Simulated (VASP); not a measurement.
Wanted: the native input for a VASP 6.6.1 run.

| Property | Result |
| --- | --- |
| Task | single point |
| Functional | PBE |
| Potentials or basis | VASP PAW PBE potentials, release 64 (Ba_sv, Ti_sv, O) |
| Cutoff | 520 eV |
| k mesh | 7 × 7 × 7 |
| Occupations | fermi-dirac, width 0.05 eV |
| Spin | no spin polarisation |
| Dipole correction | no |
| Further INCAR settings | ALGO = Normal; EDIFF = 1e-07; NBANDS = 28 |

The structure of BaTiO3 lies in POSCAR:

```
BaTiO3
1.0
    2.7503512534      1.5879160365      2.2456568508
   -2.7503512534      1.5879160365      2.2456568508
    0.0000000000     -3.1758320730      2.2456568507
Ba Ti O
1 1 3
Direct
    0.0038360407      0.0038360407      0.0038360407
    0.5038016592      0.5038016592      0.5038016592
    0.5038520938      0.0038581125      0.5038520938
    0.0038581125      0.5038520938      0.5038520938
    0.5038520938      0.5038520938      0.0038581125
```

The input as run:

INCAR

```
SYSTEM = BaTiO3
PREC = Accurate ; ENCUT = 520
EDIFF = 1E-7 ; ISMEAR = -1
SIGMA = 0.05 ; LREAL = .FALSE.
LASPH = .TRUE. ; NELM = 60
ALGO = Normal ; ISIF = 2
LWAVE = .FALSE. ; LCHARG = .FALSE.
GGA = PE ; NBANDS = 28
```

KPOINTS

```
Automatic mesh
0
G
  7 7 7
  0 0 0
```

Potentials or basis: VASP PAW PBE potentials, release 64 (Ba_sv, Ti_sv, O).

Command:

```bash
$ cat potpaw_PBE.64/Ba_sv/POTCAR potpaw_PBE.64/Ti_sv/POTCAR potpaw_PBE.64/O/POTCAR > POTCAR
$ mpirun -np 1 vasp_std > vasp.out
```

It gave:

| Item | Value |
| --- | --- |
| Pressure | 22.5 GPa |
| Band gap on the k mesh | 1.96 eV, direct |

Caveat: spin-orbit coupling is left out, which moves the levels of the heavy elements.

Wall time 2.8 min on 1 thread of AMD EPYC 7R13, on a shared host, peak memory 0.19 GiB.
